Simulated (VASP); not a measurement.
## CoO: single point with PBE

Crystal: CoO.

```
Co O
1.0
     2.85630    0.00000    0.00000
    -1.42815    2.47363    0.00000
     0.00000    0.00000    2.78761
Co O
1 1
Direct
  0.00000 0.00000 0.00000
  0.66667 0.33333 0.50000
```

* Program: VASP 6.6.1
* Task: single point
* Functional: PBE
* Potentials or basis: VASP PAW PBE potentials, release 64 (Co_sv, O)
* Cutoff: 600 eV
* k mesh: 11 × 11 × 10
* Occupations: fermi-dirac, width 0.05 eV
* Spin: collinear spin, ferromagnetic start
* Starting moments: [2.0, 0.0] μB

```yaml
Pressure: -10.1 GPa
Band_gap_on_the_k_mesh: zero (filled and empty bands overlap)
Net_moment: 3.00 μB per cell
Site_moments: Co +2.53; O +0.39 μB
Valence_electrons_inside_the_program's_atomic_spheres: Co 14.85; O 4.95
```

Stress tensor (GPa, compression positive):
```
 -8.53   0.00   0.00
  0.00  -8.53   0.00
  0.00   0.00 -13.10
```

Levels at points of the mesh, in eV from the Fermi level:
Spin up:
```
           k point  band 9  band 10  band 11  band 12  band 13  band 14  band 15  band 16  band 17  band 18
(0.00, 0.00, 0.00)   -3.60    -2.96    -2.96    -1.04    -1.04     0.44    14.30    15.95    15.95    17.87
(0.00, 0.00, 0.50)   -3.24    -3.24    -2.20    -1.25    -1.25     6.45     6.69    20.81    20.81    21.22
```
Spin down:
```tsv
k point	band 8	band 9	band 10	band 11	band 12	band 13
(0.00, 0.00, 0.00)	-2.96	-2.57	0.35	0.35	0.75	0.75
(0.00, 0.00, 0.50)	-2.78	-0.93	-0.93	-0.22	0.99	0.99
```

Run time: 62 s on 1 thread of AMD EPYC 9R45 96-Core Processor (Zen 5), with other jobs on the host, peak memory 0.17 GiB.

Caveat: the cell stands under tension; a cell with one magnetic atom can't hold antiferromagnetic order, which such compounds often take; semilocal functionals often make such compounds metallic where correlation or magnetic order opens a gap, which also shifts bond lengths. With open d or f shells a metallic result of PBE can be an artefact of self-interaction; +U or a hybrid may open a gap.
